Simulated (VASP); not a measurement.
Write the native input for VASP 6.6.1 that does the following.

```yaml
Task: single point
Functional: LDA
Potentials_or_basis: VASP PAW LDA potentials, release 64 (Hg, Te)
Cutoff: 520 eV
k_mesh: 11 × 11 × 11
Occupations: fermi-dirac, width 0.03 eV
Spin: no spin polarisation
Dipole_correction: no
Further_INCAR_settings: ALGO = Normal; EDIFF = 1e-06; NBANDS = 16
```

The structure of HgTe lies in POSCAR:

```
HgTe
1.0
    0.0000000000      3.2659193382      3.2659193382
    3.2659193382      0.0000000000      3.2659193382
    3.2659193382      3.2659193382      0.0000000000
Hg Te
1 1
Direct
    0.0000000000      0.0000000000      0.0000000000
    0.7500000000      0.7500000000      0.7500000000
```

This cell differs from its parent crystal: volume scaled by 1.04.

One way to write it, as run:

INCAR

```
  PREC = Accurate
  ENCUT = 520
  EDIFF = 1E-6
  ISMEAR = -1
  SIGMA = 0.03
  LREAL = F
  LASPH = T
  NELM = 60
  ALGO = Normal
  ISIF = 2
  LWAVE = F
  LCHARG = T
  GGA = CA
  LELF = T
  LVHAR = T
  NBANDS = 16
```

KPOINTS

```
Automatic mesh
0
Gamma
  11 11 11
```

Potentials or basis: VASP PAW LDA potentials, release 64 (Hg, Te).

The run is started by

```bash
$ cat potpaw_LDA.64/Hg/POTCAR potpaw_LDA.64/Te/POTCAR > POTCAR
$ mpirun -np 1 vasp_std > vasp.out
```

Results of the run:

```yaml
Pressure: -1.7 GPa
Band_gap_on_the_k_mesh: zero (filled and empty bands touch)
```

Caveat: spin-orbit coupling is left out, which moves the levels of the heavy elements.

Wall time 67 s on 1 thread of Intel(R) Xeon(R) Platinum 8375C CPU @ 2.90GHz (Ice Lake) (shared host), peak memory 0.21 GiB.
